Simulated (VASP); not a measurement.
# Ga (P6_3/mmc) in VASP: a series of runs

Ga is run at these levels: PBE; tasks: single point.

All numbers are computed with VASP 6.6.1; they aren't measurements. Logs are shortened: lines on timing, memory, paths and dates and some standing lists are left out, and cuts for length are marked.

### Step 1. The cell of the first run

Symmetry: P6_3/mmc, No. 194, hexagonal system. The conventional cell has a = 2.714 Å, b = 2.714 Å, c = 4.673 Å, α = 90.00°, β = 90.00°, γ = 120.00°. Within 3.6 Å of Ga (site symmetry -6m2) lie 12 Ga at 2.71 to 2.81 Å.

### Step 2. Single point, PBE

INCAR

```
PREC = Accurate
ENCUT = 520
EDIFF = 1E-6
ISMEAR = -1
SIGMA = 0.1
LREAL = F
LASPH = T
NELM = 80
ALGO = Normal
ISIF = 2
LWAVE = F
LCHARG = F
GGA = PE
NBANDS = 20
```

KPOINTS

```
Automatic mesh
0
Gamma
  14 14 8
```

POSCAR

```
Ga
1.0
    2.7142257494      0.0000000000      0.0000000000
   -1.3571128747      2.3505884506      0.0000000000
    0.0000000000      0.0000000000      4.6728444248
Ga
2
Direct
    0.3333333333      0.6666666667      0.2500000000
    0.6666666667      0.3333333333      0.7500000000
```

Potentials or basis: VASP PAW PBE potentials, release 64 (Ga_d).

Launch:

```sh
cat potpaw_PBE.64/Ga_d/POTCAR > POTCAR
mpirun -np 1 vasp_std > vasp.out
```

OUTCAR:

```text
PREC = Accurate
   ENCUT = 520
   EDIFF = 1E-6
   ISMEAR = -1
   LREAL = F
   LASPH = T
   NELM = 80
   ISIF = 2
   GGA = PE

 ion  position               nearest neighbor table
   1  0.333  0.667  0.250-   2 2.81   2 2.81   2 2.81   2 2.81   2 2.81   2 2.81
   2  0.667  0.333  0.750-   1 2.81   1 2.81   1 2.81   1 2.81   1 2.81   1 2.81

  LATTYP: Found a hexagonal cell.
 ALAT       =     2.7142257494
 C/A-ratio  =     1.7216122962

  Lattice vectors:

 A1 = (   2.7142257494,   0.0000000000,   0.0000000000)
 A2 = (  -1.3571128747,   2.3505884506,   0.0000000000)
 A3 = (   0.0000000000,   0.0000000000,   4.6728444248)

Analysis of symmetry for initial positions (statically):
=====================================================================
 Subroutine PRICEL returns:
 Original cell was already a primitive cell.

 Routine SETGRP: Setting up the symmetry group for a
 hexagonal supercell.

 Subroutine GETGRP returns: Found 24 space group operations
 (whereof 12 operations were pure point group operations)
 out of a pool of 24 trial point group operations.

The static configuration has the point symmetry D_3d.
 The point group associated with its full space group is D_6h.

Analysis of symmetry for dynamics (positions and initial velocities):
=====================================================================
 Subroutine PRICEL returns:
 Original cell was already a primitive cell.

 Routine SETGRP: Setting up the symmetry group for a
 hexagonal supercell.

 Subroutine GETGRP returns: Found 24 space group operations
 (whereof 12 operations were pure point group operations)
 out of a pool of 24 trial point group operations.

The dynamic configuration has the point symmetry D_3d.
 The point group associated with its full space group is D_6h.

 Subroutine INISYM returns: Found 24 space group operations
 (whereof 12 operations are pure point group operations),
 and found     1 'primitive' translations

----------------------------------------------------------------------------------------

                                     Primitive cell

  volume of cell :      29.8129

  direct lattice vectors                    reciprocal lattice vectors
     2.714225749  0.000000000  0.000000000     0.368429192  0.212712693  0.000000000
    -1.357112875  2.350588451  0.000000000     0.000000000  0.425425386  0.000000000
     0.000000000  0.000000000  4.672844425     0.000000000  0.000000000  0.214002417

  length of vectors
     2.714225749  2.714225749  4.672844425     0.425425386  0.425425386  0.214002417

  position of ions in fractional coordinates (direct lattice)
     0.333333333  0.666666667  0.250000000
     0.666666667  0.333333333  0.750000000

  ion indices of the primitive-cell ions
   primitive index   ion index
                 1           1
                 2           2

----------------------------------------------------------------------------------------

 KPOINTS: Automatic mesh

Automatic generation of k-mesh.
 Grid dimensions read from file:
 generate k-points for:   14   14    8

 Generating k-lattice:

  Cartesian coordinates                     Fractional coordinates (reciprocal lattice)
     0.026316371  0.015193764  0.000000000     0.071428571  0.000000000  0.000000000
     0.000000000  0.030387528  0.000000000     0.000000000  0.071428571  0.000000000
     0.000000000  0.000000000  0.026750302     0.000000000  0.000000000  0.125000000

  Length of vectors
     0.030387528  0.030387528  0.026750302

  Shift w.r.t. Gamma in fractional coordinates (k-lattice)
     0.000000000  0.000000000  0.000000000

 Subroutine IBZKPT returns following result:
 ===========================================

 Found    120 irreducible k-points:

 Following reciprocal coordinates:
            Coordinates               Weight
  0.000000  0.000000  0.000000      1.000000
  0.071429  0.000000  0.000000      6.000000
  0.142857 -0.000000  0.000000      6.000000
  0.214286  0.000000  0.000000      6.000000
  0.285714  0.000000  0.000000      6.000000
  0.357143  0.000000  0.000000      6.000000
[... 16 lines left out ...]
  0.285714  0.285714  0.000000      6.000000
  0.357143  0.285714  0.000000      6.000000
 [... further k-points ...]
   k-points           NKPTS =    120   k-points in BZ     NKDIM =    120   number of bands    NBANDS=     20
   number of dos      NEDOS =    301   number of ions     NIONS =      2
   total plane-waves  NPLWV =  14400
   dimension x,y,z NGX =    20 NGY =   20 NGZ =   36
   dimension x,y,z NGXF=    40 NGYF=   40 NGZF=   72
   ions per type =               2
   NGX,Y,Z   is equivalent  to a cutoff of  12.25, 12.25, 12.81 a.u.
   NGXF,Y,Z  is equivalent  to a cutoff of  24.50, 24.50, 25.62 a.u.
 SYSTEM =  unknown system
   PREC   = accura    normal or accurate (medium, high low for compatibility)
   ISTART =      0    job   : 0-new  1-cont  2-samecut
   ICHARG =      2    charge: 1-file 2-atom 10-const
   ISPIN  =      1    spin polarized calculation?
   LNONCOLLINEAR =      F non collinear calculations
   LSORBIT =      F    spin-orbit coupling
   LASPH  =      T    aspherical Exc in radial PAW
   ENCUT  =  520.0 eV  38.22 Ry    6.18 a.u.   5.05  5.05  8.69*2*pi/ulx,y,z
   NELM   =     80;   NELMIN=  2; NELMDL= -5     # of ELM steps
   EDIFF  = 0.1E-05   stopping-criterion for ELM
   LREAL  =      F    real-space projection
   EDIFFG = 0.1E-04   stopping-criterion for IOM
   NSW    =      0    number of steps for IOM
   IBRION =     -1    ionic relax: 0-MD 1-quasi-New 2-CG
   NFREE  =      0    steps in history (QN), initial steepest desc. (CG)
   ISIF   =      2    stress and relaxation
   ISYM   =      2    0-nonsym 1-usesym 2-fastsym
   POTIM  = 0.5000    time-step for ionic-motion
   TEBEG  =    0.0;   TEEND  =   0.0 temperature during run
   PSTRESS=    0.0 pullay stress
   NELECT =      26.0000    total number of electrons
   NUPDOWN=      -1.0000    fix difference up-down
   EMIN   =  10.00;   EMAX   =-10.00  energy-range for DOS
   EFERMI =   0.00;   METHOD = LEGACY
   ISMEAR =    -1;   SIGMA  =   0.10  broadening in eV -4-tet -1-fermi 0-gaus
   EFERMI_NEDOS =   21; number of points for ismear=-14 and -15
   IALGO  =     38    algorithm
   IMIX   =      4    mixing-type and parameters
     AMIX     =   0.40;   BMIX     =  1.00
     AMIX_MAG =   1.60;   BMIX_MAG =  1.00
  volume/ion in A,a.u.               =      14.91       100.59
  Fermi-wavevector in a.u.,A,eV,Ry     =   1.564100  2.955721 33.285433  2.446410
  Thomas-Fermi vector in A             =   2.666774
   LORBIT       =      0    0 simple, 1 ext, 2 COOP (PROOUT), +10 PAW based schemes
   GGA     = PE    functional components
   LHFCALC =     F    Hartree Fock is set to
   AEXX    =    0.0000 exact exchange contribution
   IVDW    =     0    specifies the selected vdW correction
   LEPSILON=     F    determine dielectric tensor
   LRPA    =     F    only Hartree local field effects (RPA)
 non-spin polarized calculation
  energy-cutoff  :      520.00
  volume of cell :       29.81
 maximum number of plane-waves:       825
   NGX = 11   NGY = 11   NGZ = 17

 number of electron      26.0000002 magnetization

 Free energy of the ion-electron system (eV)
  ---------------------------------------------------
  ext. energy  EPLUGINS =         0.00000000
  ---------------------------------------------------
  free energy    TOTEN  =        -5.32582261 eV

  energy without entropy =       -5.30049648  energy(sigma->0) =       -5.31315955

 E-fermi :   8.1525     XC(G=0): -12.2479

 val. band max:        8.1515797199   @ k =   0.3571   0.2143   0.2500
 cond. band min:       8.1712846601   @ k =   0.2143   0.0714   0.2500
 fundamental gap:      0.0197049402
 Fermi energy:         8.1524683805

 k-point     1 :       0.0000    0.0000    0.0000
  band No.  band energies     occupation
      1      -7.4127      2.00000
      2      -7.2546      2.00000
      3      -7.1793      2.00000
      4      -7.1793      2.00000
      5      -7.1446      2.00000
      6      -7.1446      2.00000
[... 12 lines left out ...]
     19      23.9444      0.00000
     20      25.1215      0.00000

 k-point     2 :       0.0714    0.0000    0.0000
  band No.  band energies     occupation
      1      -7.3944      2.00000
      2      -7.2505      2.00000
      3      -7.1785      2.00000
      4      -7.1597      2.00000
      5      -7.1488      2.00000
      6      -7.1262      2.00000
[... 12 lines left out ...]
     19      24.6092      0.00000
     20      25.2291      0.00000

 k-point     3 :       0.1429   -0.0000    0.0000
  band No.  band energies     occupation
      1      -7.3610      2.00000
      2      -7.2446      2.00000
      3      -7.1827      2.00000
      4      -7.1369      2.00000
      5      -7.1043      2.00000
      6      -7.0745      2.00000
[... 12 lines left out ...]
     19      23.6882      0.00000
     20      24.0189      0.00000

 k-point     4 :       0.2143    0.0000    0.0000
  band No.  band energies     occupation
      1      -7.3722      2.00000
      2      -7.2243      2.00000
      3      -7.1950      2.00000
      4      -7.1376      2.00000
      5      -7.0779      2.00000
      6      -7.0700      2.00000
[... 12 lines left out ...]
     19      22.6406      0.00000
     20      23.3577      0.00000

 k-point     5 :       0.2857    0.0000    0.0000
  band No.  band energies     occupation
      1      -7.4189      2.00000
      2      -7.2676      2.00000
      3      -7.2230      2.00000
      4      -7.1334      2.00000
      5      -7.0988      2.00000
      6      -7.0222      2.00000
[... 12 lines left out ...]
     19      21.5913      0.00000
     20      23.6272      0.00000

 k-point     6 :       0.3571    0.0000    0.0000
  band No.  band energies     occupation
      1      -7.4676      2.00000
      2      -7.3121      2.00000
      3      -7.3011      2.00000
      4      -7.1234      2.00000
      5      -7.0798      2.00000
      6      -7.0611      2.00000
[... 12 lines left out ...]
     19      20.7810      0.00000
     20      23.3830      0.00000

 k-point     7 :       0.4286    0.0000    0.0000
  band No.  band energies     occupation
      1      -7.5025      2.00000
      2      -7.3543      2.00000
      3      -7.3439      2.00000
      4      -7.1399      2.00000
      5      -7.0859      2.00000
      6      -7.0454      2.00000
[... 12 lines left out ...]
     19      20.2767      0.00000
     20      23.0589      0.00000
[... 277 lines left out ...]
 k-point    20 :       0.2143    0.2143    0.0000
  band No.  band energies     occupation
      1      -7.2980      2.00000
      2      -7.2878      2.00000
      3      -7.2811      2.00000
      4      -7.1679      2.00000
      5      -7.0906      2.00000
      6      -7.0378      2.00000
[... 12 lines left out ...]
     19      17.9861      0.00000
     20      26.3277      0.00000

 k-point    21 :       0.2857    0.2143    0.0000
  band No.  band energies     occupation
      1      -7.3333      2.00000
      2      -7.3179      2.00000
      3      -7.2372      2.00000
      4      -7.1710      2.00000
      5      -7.0718      2.00000
      6      -7.0650      2.00000
[... 12 lines left out ...]
     19      16.9508      0.00000
     20      26.4226      0.00000

 k-point    22 :       0.3571    0.2143    0.0000
  band No.  band energies     occupation
      1      -7.3583      2.00000
      2      -7.3334      2.00000
      3      -7.2087      2.00000
      4      -7.1614      2.00000
      5      -7.1017      2.00000
      6      -7.0402      2.00000
[... 12 lines left out ...]
     19      16.5548      0.00000
     20      26.2263      0.00000

 k-point    23 :       0.2857    0.2857    0.0000
  band No.  band energies     occupation
      1      -7.3540      2.00000
      2      -7.2363      2.00000
      3      -7.2282      2.00000
      4      -7.1645      2.00000
      5      -7.1019      2.00000
      6      -7.0236      2.00000
[... 12 lines left out ...]
     19      15.4282      0.00000
     20      29.3769      0.00000

 k-point    24 :       0.3571    0.2857    0.0000
  band No.  band energies     occupation
      1      -7.3613      2.00000
      2      -7.2316      2.00000
      3      -7.1732      2.00000
      4      -7.1506      2.00000
      5      -7.1240      2.00000
      6      -7.0746      2.00000
[... 12 lines left out ...]
     19      14.9644      0.00000
     20      29.6049      0.00000

 [... further k-points ...]

------------------------ aborting loop because EDIFF is reached ----------------------------------------

  FORCE on cell =-STRESS in cart. coord.  units (eV):
  Direction    XX          YY          ZZ          XY          YZ          ZX
  --------------------------------------------------------------------------------------
  -------------------------------------------------------------------------------------
  Total        4.0234483      4.0234483      4.0369299      0.0000000      0.0000000      0.0000000
  in kB      216.2246112    216.2246112    216.9491256      0.0000000      0.0000000      0.0000000
  external PRESSURE =     216.4661160 kB  Pullay stress =       0.0000000 kB

 VOLUME and BASIS-vectors are now :
 -----------------------------------------------------------------------------
  energy-cutoff  :      520.00
  volume of cell :       29.81
      direct lattice vectors                 reciprocal lattice vectors
     2.714225749  0.000000000  0.000000000     0.368429192  0.212712693  0.000000000
    -1.357112875  2.350588451  0.000000000     0.000000000  0.425425386  0.000000000
     0.000000000  0.000000000  4.672844425     0.000000000  0.000000000  0.214002417

 POSITION                                       TOTAL-FORCE (eV/Angst)
 -----------------------------------------------------------------------------------
     -0.00000      1.56706      1.16821         0.000000     -0.000000     -0.000000
      1.35711      0.78353      3.50463        -0.000000      0.000000      0.000000
 -----------------------------------------------------------------------------------
    total drift:                               -0.000000      0.000000      0.000000

  FREE ENERGIE OF THE ION-ELECTRON SYSTEM (eV)
  ---------------------------------------------------
  free  energy   TOTEN  =        -5.3258226140 eV

  energy  without entropy=       -5.3004964847  energy(sigma->0) =       -5.31315955
```

Wall time 33 s (1 thread of Intel Xeon Platinum 8488C (Sapphire Rapids), shared host); peak memory 0.18 GiB.

Results:

```yaml
Free_energy: -5.3258 eV
Pressure: 21.6 GPa
Band_gap_on_the_k_mesh: zero (band 13 reaches 12.67 eV, above the bottom of band 14 at 4.41 eV)
```

(Continued in part 2 of 3.)
